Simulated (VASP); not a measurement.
A run of VASP 6.6.1 is set up as follows.

INCAR

```
ALGO     = Normal         # electronic algorithm
EDIFF    = 1E-7           # SCF threshold, eV
ENCUT    = 520            # plane-wave cutoff, eV
GGA      = PE             # functional
ISIF     = 2              # what is computed and relaxed
ISMEAR   = 0              # smearing method
ISPIN    = 2              # spin polarisation
LASPH    = True           # aspherical terms in the spheres
LCHARG   = True           # write CHGCAR
LELF     = True           # ELF
LMAXMIX  = 4              # l up to which the mixer works
LORBIT   = 11             # projections on sites
LREAL    = False          # projectors in reciprocal space
LVHAR    = True         
LWAVE    = False          # write WAVECAR
MAGMOM   = 2 0            # initial moments
NBANDS   = 18             # bands
NELM     = 150            # most SCF steps
PREC     = Accurate       # precision mode
SIGMA    = 0.018000000000000002 # smearing width, eV
```

File KPOINTS:

```
k-points
0
Gamma
  11 11 11
```

Contents of POSCAR:

```
CoO
1.0
    0.0000000000      2.1315000000      2.1315000000
    2.1315000000      0.0000000000      2.1315000000
    2.1315000000      2.1315000000      0.0000000000
Co O
1 1
Direct
    0.0000000000      0.0000000000      0.0000000000
    0.5000000000      0.5000000000      0.5000000000
```

Potentials or basis: VASP PAW PBE potentials, release 64 (Co, O).

Run with:

```bash
$ cat potpaw_PBE.64/Co/POTCAR potpaw_PBE.64/O/POTCAR > POTCAR
$ mpirun -np 1 vasp_std > vasp.out
```

Task: Estimate the pressure.

Result: -2.4 GPa.

Task: Predict the net moment.

Result: 2.93 μB per cell.

Caveat: a cell with one magnetic atom can't hold antiferromagnetic order, which such compounds often take.
